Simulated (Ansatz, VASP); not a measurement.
## Two plane-wave programs on Na2Al2O

```
Na Al O
1.0
     3.02045   -3.04894    0.00000
     3.02045    3.04894    0.00000
     0.00000    0.00000    7.97058
Na Al O
2 2 1
Direct
  0.00000 0.50000 0.50000
  0.50000 0.00000 0.50000
  0.50000 0.50000 0.16735
  0.50000 0.50000 0.83265
  0.00000 0.00000 0.50000
```

Alike in both runs: task single point; functional PBE; k mesh 4 × 4 × 2; occupations gaussian, width 0.1 eV; collinear spin.

|  | VASP | Ansatz |
| --- | --- | --- |
| version | VASP 6.6.1 | Ansatz 0.2.0 |
| potentials or method | VASP PAW PBE potentials, release 64 (Na_pv, Al, O), cutoff 520 eV | scalar-relativistic, plane waves, PAW |
| valence electrons in the cell | 26 | 30 |

```tsv
	VASP	Ansatz	Ansatz less VASP
gap on the k mesh at the Fermi level (eV)	none	none	-
pressure (GPa)	0.0	-0.1	-0.07
traceless stress, the component that is largest in VASP (GPa)	-0.50	-0.29	+0.205
rms of the force components (eV/Å)	0.026	0.032	+0.0057
net moment per atom (μB)	0.00	0.07	+0.066
size of the moment on the site where the two differ most (μB)	0.00	0.04	+0.045
```

Site moments also hang on the region over which each program counts them. Atom by atom the forces differ by 0.006 eV/Å (rms over components). A gap of «none» marks a metal or a gap that the smearing closes. VASP's potentials hold 26 valence electrons a cell and Ansatz's 30, so a difference there can come from the potentials and not from the codes.

The k mesh is coarse, so the values compare programs but aren't converged.
